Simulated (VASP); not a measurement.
# V (P-6m2) in VASP: single point with PBE

Aim: the single point of V with PBE.

Everything below comes from runs of VASP 6.6.1. Logs are shortened: lines on timing, memory, paths and dates and some standing lists are left out, and cuts for length are marked.

**1. The cell of the first run**

It takes space group P-6m2 (No. 187, hexagonal). Conventional cell: a = 2.624 Å, b = 2.624 Å, c = 23.241 Å, α = 90.00°, β = 90.00°, γ = 120.00°. V (site symmetry 3m) has 12 V at 2.62 to 2.78 Å within 3.5 Å. Within 3.5 Å of V (site symmetry 3m) lie 12 V at 2.62 to 2.78 Å. V (site symmetry -6m2) has 12 V at 2.62 to 2.78 Å within 3.5 Å. Within 3.5 Å of V (site symmetry 3m) lie 12 V at 2.62 to 2.77 Å. V (site symmetry 3m) has 12 V at 2.62 to 2.77 Å within 3.5 Å. V (site symmetry -6m2) has 12 V at 2.62 to 2.77 Å within 3.5 Å.

**2. Single point, PBE**

Input file INCAR:

```
ALGO = Fast
EDIFF = 1E-6
ENCUT = 520
GGA = PE
ISIF = 2
ISMEAR = 0
LASPH = T
LCHARG = F
LREAL = F
LWAVE = F
NBANDS = 76
NELM = 100
PREC = Accurate
SIGMA = 0.1
```

Input file KPOINTS:

```
k-points
0
Gamma
  18 18 2
```

Input file POSCAR:

```
V
1.0
    2.6238109295      0.0000000000      0.0000000000
   -1.3119054648      2.2722869197      0.0000000000
    0.0000000000      0.0000000000     23.2413416465
V
10
Direct
    0.0000000000      0.0000000000     -0.0004279397
    0.3333333333      0.6666666667      0.0996509444
    0.0000000000      0.0000000000      0.2000000000
    0.3333333333      0.6666666667      0.3003490556
    0.0000000000      0.0000000000      0.4004279397
    0.6666666667      0.3333333333      0.5003287310
    0.3333333333      0.6666666667      0.6001162599
    0.0000000000      0.0000000000      0.7000000000
    0.3333333333      0.6666666667      0.7998837401
    0.6666666667      0.3333333333      0.8996712690
```

Potentials or basis: VASP PAW PBE potentials, release 64 (V_sv).

Command:

```console
$ cat potpaw_PBE.64/V_sv/POTCAR > POTCAR
$ mpirun -np 1 vasp_std > vasp.out
```

OUTCAR:

```text
EDIFF = 1E-6
   ENCUT = 520
   GGA = PE
   ISIF = 2
   ISMEAR = 0
   LASPH = T
   LREAL = F
   NELM = 100
   PREC = Accurate

 ion  position               nearest neighbor table
   1  0.000  0.000  1.000-  10 2.77  10 2.77  10 2.77   2 2.78   2 2.78   2 2.78
   2  0.333  0.667  0.100-   1 2.78   1 2.78   1 2.78   3 2.78   3 2.78   3 2.78
   3  0.000  0.000  0.200-   4 2.78   2 2.78   4 2.78   2 2.78   4 2.78   2 2.78
   4  0.333  0.667  0.300-   5 2.78   5 2.78   5 2.78   3 2.78   3 2.78   3 2.78
   5  0.000  0.000  0.400-   6 2.77   6 2.77   6 2.77   4 2.78   4 2.78   4 2.78
   6  0.667  0.333  0.500-   7 2.77   7 2.77   7 2.77   5 2.77   5 2.77   5 2.77
   7  0.333  0.667  0.600-   6 2.77   6 2.77   6 2.77   8 2.77   8 2.77   8 2.77
   8  0.000  0.000  0.700-   9 2.77   7 2.77   9 2.77   7 2.77   9 2.77   7 2.77
   9  0.333  0.667  0.800-  10 2.77  10 2.77  10 2.77   8 2.77   8 2.77   8 2.77
  10  0.667  0.333  0.900-   9 2.77   9 2.77   9 2.77   1 2.77   1 2.77   1 2.77

  LATTYP: Found a hexagonal cell.
 ALAT       =     2.6238109295
 C/A-ratio  =     8.8578568620

  Lattice vectors:

 A1 = (   2.6238109295,   0.0000000000,   0.0000000000)
 A2 = (  -1.3119054648,   2.2722869197,   0.0000000000)
 A3 = (   0.0000000000,   0.0000000000,  23.2413416465)

Analysis of symmetry for initial positions (statically):
=====================================================================
 Subroutine PRICEL returns:
 Original cell was already a primitive cell.

 Routine SETGRP: Setting up the symmetry group for a
 hexagonal supercell.

 Subroutine GETGRP returns: Found 12 space group operations
 (whereof  6 operations were pure point group operations)
 out of a pool of 24 trial point group operations.

The static configuration has the point symmetry C_3v.
 The point group associated with its full space group is D_3h.

Analysis of symmetry for dynamics (positions and initial velocities):
=====================================================================
 Subroutine PRICEL returns:
 Original cell was already a primitive cell.

 Routine SETGRP: Setting up the symmetry group for a
 hexagonal supercell.

 Subroutine GETGRP returns: Found 12 space group operations
 (whereof  6 operations were pure point group operations)
 out of a pool of 24 trial point group operations.

The dynamic configuration has the point symmetry C_3v.
 The point group associated with its full space group is D_3h.

 Subroutine INISYM returns: Found 12 space group operations
 (whereof  6 operations are pure point group operations),
 and found     1 'primitive' translations

----------------------------------------------------------------------------------------

                                     Primitive cell

  volume of cell :     138.5661

  direct lattice vectors                    reciprocal lattice vectors
     2.623810929  0.000000000  0.000000000     0.381125023  0.220042634  0.000000000
    -1.311905465  2.272286920  0.000000000     0.000000000  0.440085269  0.000000000
     0.000000000  0.000000000 23.241341647     0.000000000  0.000000000  0.043026776

  length of vectors
     2.623810929  2.623810930 23.241341647     0.440085269  0.440085269  0.043026776

  position of ions in fractional coordinates (direct lattice)
     0.000000000  0.000000000  0.999572060
     0.333333333  0.666666667  0.099650944
     0.000000000  0.000000000  0.200000000
     0.333333333  0.666666667  0.300349056
     0.000000000  0.000000000  0.400427940
     0.666666667  0.333333333  0.500328731
     0.333333333  0.666666667  0.600116260
     0.000000000  0.000000000  0.700000000
     0.333333333  0.666666667  0.799883740
     0.666666667  0.333333333  0.899671269

  ion indices of the primitive-cell ions
   primitive index   ion index
                 1           1
                 2           2
                 3           3
                 4           4
                 5           5
                 6           6
                 7           7
                 8           8
                 9           9
                10          10

----------------------------------------------------------------------------------------

 KPOINTS: k-points

Automatic generation of k-mesh.
 Grid dimensions read from file:
 generate k-points for:   18   18    2

 Generating k-lattice:

  Cartesian coordinates                     Fractional coordinates (reciprocal lattice)
     0.021173612  0.012224591  0.000000000     0.055555556 -0.000000000  0.000000000
     0.000000000  0.024449182  0.000000000     0.000000000  0.055555556  0.000000000
     0.000000000  0.000000000  0.021513388     0.000000000  0.000000000  0.500000000

  Length of vectors
     0.024449182  0.024449182  0.021513388

  Shift w.r.t. Gamma in fractional coordinates (k-lattice)
     0.000000000  0.000000000  0.000000000

 Subroutine IBZKPT returns following result:
 ===========================================

 Found     74 irreducible k-points:

 Following reciprocal coordinates:
            Coordinates               Weight
  0.000000  0.000000  0.000000      1.000000
  0.055556 -0.000000  0.000000      6.000000
  0.111111 -0.000000  0.000000      6.000000
  0.166667 -0.000000  0.000000      6.000000
  0.222222  0.000000  0.000000      6.000000
  0.277778  0.000000  0.000000      6.000000
[... 16 lines left out ...]
  0.333333  0.111111  0.000000     12.000000
  0.388889  0.111111  0.000000     12.000000
 [... further k-points ...]
   k-points           NKPTS =     74   k-points in BZ     NKDIM =     74   number of bands    NBANDS=     76
   number of dos      NEDOS =    301   number of ions     NIONS =     10
   total plane-waves  NPLWV =  72000
   dimension x,y,z NGX =    20 NGY =   20 NGZ =  180
   dimension x,y,z NGXF=    40 NGYF=   40 NGZF=  360
   ions per type =              10
   NGX,Y,Z   is equivalent  to a cutoff of  12.67, 12.67, 12.88 a.u.
   NGXF,Y,Z  is equivalent  to a cutoff of  25.34, 25.34, 25.75 a.u.
 SYSTEM =  unknown system
   PREC   = accura    normal or accurate (medium, high low for compatibility)
   ISTART =      0    job   : 0-new  1-cont  2-samecut
   ICHARG =      2    charge: 1-file 2-atom 10-const
   ISPIN  =      1    spin polarized calculation?
   LNONCOLLINEAR =      F non collinear calculations
   LSORBIT =      F    spin-orbit coupling
   LASPH  =      T    aspherical Exc in radial PAW
   ENCUT  =  520.0 eV  38.22 Ry    6.18 a.u.   4.88  4.88 43.21*2*pi/ulx,y,z
   NELM   =    100;   NELMIN=  2; NELMDL= -5     # of ELM steps
   EDIFF  = 0.1E-05   stopping-criterion for ELM
   LREAL  =      F    real-space projection
[... 7 lines left out ...]
   TEBEG  =    0.0;   TEEND  =   0.0 temperature during run
   PSTRESS=    0.0 pullay stress
   NELECT =     130.0000    total number of electrons
   NUPDOWN=      -1.0000    fix difference up-down
   EMIN   =  10.00;   EMAX   =-10.00  energy-range for DOS
   EFERMI =   0.00;   METHOD = LEGACY
   ISMEAR =     0;   SIGMA  =   0.10  broadening in eV -4-tet -1-fermi 0-gaus
   EFERMI_NEDOS =   21; number of points for ismear=-14 and -15
   IALGO  =     68    algorithm
   IMIX   =      4    mixing-type and parameters
     AMIX     =   0.40;   BMIX     =  1.00
     AMIX_MAG =   1.60;   BMIX_MAG =  1.00
  volume/ion in A,a.u.               =      13.86        93.51
  Fermi-wavevector in a.u.,A,eV,Ry     =   1.602644  3.028557 34.946113  2.568467
  Thomas-Fermi vector in A             =   2.699432
   LORBIT       =      0    0 simple, 1 ext, 2 COOP (PROOUT), +10 PAW based schemes
   GGA     = PE    functional components
   LHFCALC =     F    Hartree Fock is set to
   AEXX    =    0.0000 exact exchange contribution
   IVDW    =     0    specifies the selected vdW correction
   LEPSILON=     F    determine dielectric tensor
   LRPA    =     F    only Hartree local field effects (RPA)
 non-spin polarized calculation
 RMM-DIIS sequential band-by-band and
 Gauss-broadening in eV      SIGMA  =   0.10
  energy-cutoff  :      520.00
  volume of cell :      138.57
 maximum number of plane-waves:      3804
 NGX is ok and might be reduce to    20
   NGX =  9   NGY =  9   NGZ = 87

 number of electron     130.0000027 magnetization

 Free energy of the ion-electron system (eV)
  ---------------------------------------------------
  ext. energy  EPLUGINS =         0.00000000
  ---------------------------------------------------
  free energy    TOTEN  =       -87.52456968 eV

  energy without entropy =      -87.43745789  energy(sigma->0) =      -87.48101378

 E-fermi :   9.6637     XC(G=0): -12.7425

 val. band max:        9.6613209219   @ k =   0.2778   0.0556   0.5000
 cond. band min:       9.6646396120   @ k =   0.1667   0.0556   0.5000
 fundamental gap:      0.0033186901
 Fermi energy:         9.6636530855

 k-point     1 :       0.0000    0.0000    0.0000
  band No.  band energies     occupation
      1     -54.3572      2.00000
      2     -54.3498      2.00000
      3     -54.3405      2.00000
      4     -54.3181      2.00000
      5     -54.3136      2.00000
      6     -54.2763      2.00000
[... 68 lines left out ...]
     75      10.2052      0.00000
     76      10.2298      0.00000

 k-point     2 :       0.0556   -0.0000    0.0000
  band No.  band energies     occupation
      1     -54.3520      2.00000
      2     -54.3448      2.00000
      3     -54.3355      2.00000
      4     -54.3135      2.00000
      5     -54.3089      2.00000
      6     -54.2721      2.00000
[... 68 lines left out ...]
     75      10.2077      0.00000
     76      10.2399      0.00000

 k-point     3 :       0.1111   -0.0000    0.0000
  band No.  band energies     occupation
      1     -54.3370      2.00000
      2     -54.3301      2.00000
      3     -54.3209      2.00000
      4     -54.3000      2.00000
      5     -54.2955      2.00000
      6     -54.2599      2.00000
[... 1648 lines left out ...]
     75      10.9729      0.00000
     76      11.5561      0.00000

 k-point    24 :       0.3889    0.1111    0.0000
  band No.  band energies     occupation
      1     -54.1765      2.00000
      2     -54.1705      2.00000
      3     -54.1661      2.00000
      4     -54.1546      2.00000
      5     -54.1525      2.00000
      6     -54.1370      2.00000
[... 68 lines left out ...]
     75      11.0117      0.00000
     76      11.6636      0.00000

 [... further k-points ...]
[... 5 lines left out ...]
  --------------------------------------------------------------------------------------
  -------------------------------------------------------------------------------------
  Total        0.1863683      0.1863683      0.1897943     -0.0000000      0.0000000     -0.0000000
  in kB        2.1548934      2.1548934      2.1945062     -0.0000000      0.0000000     -0.0000000
  external PRESSURE =       2.1680977 kB  Pullay stress =       0.0000000 kB

 VOLUME and BASIS-vectors are now :
 -----------------------------------------------------------------------------
  energy-cutoff  :      520.00
  volume of cell :      138.57
      direct lattice vectors                 reciprocal lattice vectors
     2.623810929  0.000000000  0.000000000     0.381125023  0.220042634  0.000000000
    -1.311905465  2.272286920  0.000000000     0.000000000  0.440085269  0.000000000
     0.000000000  0.000000000 23.241341647     0.000000000  0.000000000  0.043026776

 POSITION                                       TOTAL-FORCE (eV/Angst)
 -----------------------------------------------------------------------------------
      0.00000      0.00000     23.23140         0.000000      0.000000      0.006534
     -0.00000      1.51486      2.31602        -0.000000      0.000000     -0.003620
      0.00000      0.00000      4.64827         0.000000      0.000000      0.000000
     -0.00000      1.51486      6.98052        -0.000000      0.000000      0.003620
      0.00000      0.00000      9.30648         0.000000      0.000000     -0.006534
      1.31191      0.75743     11.62831         0.000000      0.000000      0.003149
     -0.00000      1.51486     13.94751         0.000000     -0.000000     -0.001888
      0.00000      0.00000     16.26894        -0.000000      0.000000      0.000000
     -0.00000      1.51486     18.59037         0.000000     -0.000000      0.001888
      1.31191      0.75743     20.90957         0.000000      0.000000     -0.003149
 -----------------------------------------------------------------------------------
    total drift:                                0.000001     -0.000000     -0.000000

  FREE ENERGIE OF THE ION-ELECTRON SYSTEM (eV)
  ---------------------------------------------------
  free  energy   TOTEN  =       -87.5245696778 eV

  energy  without entropy=      -87.4374578883  energy(sigma->0) =      -87.48101378
```

It took 31 min on 1 thread of Intel Xeon Platinum 8488C (Sapphire Rapids), shared host; peak memory 0.6 GiB.

What came out:

* Free energy: -87.5246 eV
* Pressure: 0.2 GPa
* Largest force: 0.007 eV/Å
* Band gap on the k mesh: zero (bands 65 and 66 overlap by 1.09 eV)

Forces on the atoms (eV/Å):
```
V    0.000  0.000  0.007
V    0.000  0.000 -0.004
V    0.000  0.000  0.000
V    0.000  0.000  0.004
V    0.000  0.000 -0.007
V    0.000  0.000  0.003
V    0.000  0.000 -0.002
V    0.000  0.000  0.000
V    0.000  0.000  0.002
V    0.000  0.000 -0.003
```

Levels at points of the mesh, in eV from the Fermi level:
```csv
k point,band 62,band 63,band 64,band 65,band 66,band 67,band 68,band 69
"(0.00, 0.00, 0.00)",0.27,0.27,0.27,0.31,0.31,0.36,0.37,0.38
"(0.50, 0.00, 0.00)",0.15,0.29,0.48,0.52,0.54,0.71,0.72,0.81
"(0.00, 0.00, 0.50)",0.26,0.28,0.29,0.31,0.31,0.34,0.34,0.40
"(0.50, 0.00, 0.50)",0.12,0.15,0.25,0.56,0.57,0.73,0.89,0.94
```
